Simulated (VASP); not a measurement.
Wanted: the native input for a VASP 6.6.1 run.

```yaml
Task: single point
Functional: PBEsol
Potentials_or_basis: VASP PAW PBE potentials, release 64 (Si)
Cutoff: 520 eV
k_mesh: 12 × 12 × 12
Occupations: gaussian, width 0.02 eV
Spin: no spin polarisation
Dipole_correction: no
Further_INCAR_settings: ALGO = Normal; EDIFF = 1e-06; NBANDS = 11
```

The structure of Si lies in POSCAR:

```
Si
1.0
    0.0000000000      2.7165562740      2.7165562740
    2.7165562740      0.0000000000      2.7165562740
    2.7165562740      2.7165562740      0.0000000000
Si
2
Direct
    0.5000000000      0.5000000000      0.5000000000
    0.7500000000      0.7500000000      0.7500000000
```

These files were run (other wordings do the same):

INCAR

```
PREC = Accurate
ENCUT = 520
EDIFF = 1E-6
ISMEAR = 0
SIGMA = 0.02
LREAL = F
LASPH = T
NELM = 60
ALGO = Normal
ISIF = 2
LWAVE = F
LCHARG = F
GGA = PS
NBANDS = 11
```

KPOINTS

```
Automatic mesh
0
Gamma
  12 12 12
```

Potentials or basis: VASP PAW PBE potentials, release 64 (Si).

Launch:

```console
$ cat potpaw_PBE.64/Si/POTCAR > POTCAR
$ mpirun -np 1 vasp_std > vasp.out
```

It gave:

```
Pressure               : 0.1 GPa
Band gap on the k mesh : 0.46 eV (least direct gap 2.52 eV)
```

Caveat: the PAW data sets were made with another functional, which shifts forces and pressure a little.

It took 14 s on 1 thread of Intel(R) Xeon(R) 6975P-C (Granite Rapids) (shared host), peak memory 0.16 GiB.
